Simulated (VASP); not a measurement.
Write the native input for VASP 6.6.1 that does the following.

| Property | Result |
| --- | --- |
| Task | single point |
| Functional | PBEsol |
| Potentials or basis | VASP PAW PBE potentials, release 64 (Be, I) |
| Cutoff | 520 eV |
| k mesh | 4 × 4 × 1 |
| Occupations | gaussian, width 0.15 eV |
| Spin | no spin polarisation |
| Dipole correction | no |
| Further INCAR settings | LREAL = Auto; ALGO = Normal; EDIFF = 1e-06; NBANDS = 34 |

The structure of Be16I lies in POSCAR:

```
Be16I
1.0
    4.5800000000      0.0000000000      0.0000000000
    2.2900000000      3.9663960000      0.0000000000
    0.0000000000      0.0000000000     17.3826450000
Be I
16 1
Direct
   -0.1666666667      0.3333333333      0.0575285867
    0.3333333333      0.3333333333      0.0575285867
   -0.1666666667      0.8333333333      0.0575285867
    0.3333333333      0.8333333333      0.0575285867
    0.0006141482      0.0027516163      0.1600903085
    0.4971146813      0.0027632138      0.1601249407
   -0.0004012253      0.5013823632      0.1596642513
    0.4991173838      0.5022909967      0.1601538201
   -0.1641685055      0.3360335176      0.2619886099
    0.3288915110      0.3360388121      0.2620183522
   -0.1685320712      0.8376995136      0.2610877689
    0.3308341594      0.8389989300      0.2639188110
   -0.0122669237      0.0085853757      0.3665697021
    0.5045506250      0.0085694923      0.3665871908
   -0.0035322774      0.5079117163      0.3610202590
    0.5001542649      0.5006159244      0.3606183064
    0.2526218189     -0.0039990964      0.4921635344
```

The input as run:

INCAR

```
SYSTEM = Be16I
PREC = Accurate
ENCUT = 520
EDIFF = 1E-6
ISMEAR = 0
SIGMA = 0.15
LREAL = Auto
LASPH = .True.
NELM = 60
ALGO = Normal
ISIF = 2
LWAVE = .False.
LCHARG = .False.
GGA = PS
NBANDS = 34
```

KPOINTS

```
regular mesh
0
Gamma
  4 4 1
  0 0 0
```

Potentials or basis: VASP PAW PBE potentials, release 64 (Be, I).

Run with:

```console
$ cat potpaw_PBE.64/Be/POTCAR potpaw_PBE.64/I/POTCAR > POTCAR
$ mpirun -np 1 vasp_std > vasp.out
```

It gave:

```yaml
Largest_force: 0.095 eV/Å
```

Caveat: the k points lie up to 0.40 Å⁻¹ apart; the PAW data sets were made with another functional, which shifts forces and pressure a little; an odd number of electrons without spin polarisation forces a metal; a magnetic or distorted state may lie lower.

It took 5.5 min on 1 thread of Intel Xeon 6975P-C, with other jobs on the host, peak memory 0.44 GiB.
